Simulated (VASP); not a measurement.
Runs of VASP 6.6.1 on BeS4. The structure is that of space group Im-3m (No. 229), or close to it. The cells are those of the table. 

```tsv
task	cell	k mesh	cutoff (eV)	gap on the mesh (eV)	pressure (GPa)	relaxed volume (Å³/atom)
relaxation of cell and atoms	relaxed from a = 4.772 Å, angles 109.5°, 5 atoms	10 × 10 × 10	600	none	0.0	16.67
relaxation of cell and atoms	relaxed from a = 5.129 Å, angles 109.5°, 5 atoms	4 × 4 × 4	600	none	-0.1	16.67
single point	a = 5.129 Å, angles 109.5°, 5 atoms	4 × 4 × 4	520	none	(a)	-
single point	a = 4.769 Å, angles 109.5°, 5 atoms	10 × 10 × 10	520	none	-0.1	-
single point	a = 4.772 Å, angles 109.5°, 5 atoms	4 × 4 × 4	520	none	-0.4	-
```

Alike in all rows: level PBE; potentials or basis VASP PAW PBE potentials, release 64 (Be, S); no spin polarisation; smearing gaussian 0.1 eV.

Question: Estimate the missing entries.

Answer: (a) -10.8.

Caveats: some runs use coarse meshes; the volume moved by over 15 % at a fixed basis, so the end points are rough (some runs).

A gap of «none» marks levels without a gap at the run's occupations.
